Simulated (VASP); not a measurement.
Input of a VASP 6.6.1 run:

File POSCAR:

```
NaF
1.0
    0.0000000000      2.3252762304      2.2972497830
    2.3252762304      0.0000000000      2.2972497830
    2.3252762304      2.3252762304      0.0000000000
Na F
1 1
Direct
    0.0000000000      0.0000000000      0.0000000000
    0.5000000000      0.5000000000      0.5000000000
```

File INCAR.step1:

```
ALGO = Normal
EDIFF = 1E-5
ENCUT = 520
GGA = PE
ISIF = 2
ISMEAR = 0
LASPH = T
LCHARG = F
LREAL = F
LWAVE = T
NBANDS = 14
NELM = 100
PREC = Accurate
SIGMA = 0.01
```

File INCAR.step2:

```
ALGO = Normal
EDIFF = 1E-6
ENCUT = 520
GGA = PE
HFSCREEN = 0.2079
ISIF = 2
ISMEAR = 0
ISTART = 1
LASPH = T
LCHARG = F
LHFCALC = T
LREAL = F
LWAVE = F
NBANDS = 14
NELM = 100
PREC = Accurate
PRECFOCK = Normal
SIGMA = 0.01
```

Contents of KPOINTS:

```
k-points
0
Gamma
  6 6 6
```

Potentials or basis: VASP PAW PBE potentials, release 64 (Na_pv, F).

Run with:

```console
$ cat potpaw_PBE.64/Na_pv/POTCAR potpaw_PBE.64/F/POTCAR > POTCAR
$ cp INCAR.step1 INCAR
$ mpirun -np 1 vasp_std > vasp.out
$ cp INCAR.step2 INCAR
$ mpirun -np 1 vasp_std > vasp.out
```

Q: Estimate the band gap on the k mesh.

A: 8.46 eV.

Q: Predict the pressure.

A: 0.3 GPa.

Stress tensor (GPa, compression positive):
```
-0.01  0.00  0.00
 0.00 -0.01  0.00
 0.00  0.00  1.02
```

Caveat: the cell differs from its parent crystal (biaxial xy strain +1.2%); the PAW data sets were made with another functional, which shifts forces and pressure a little.
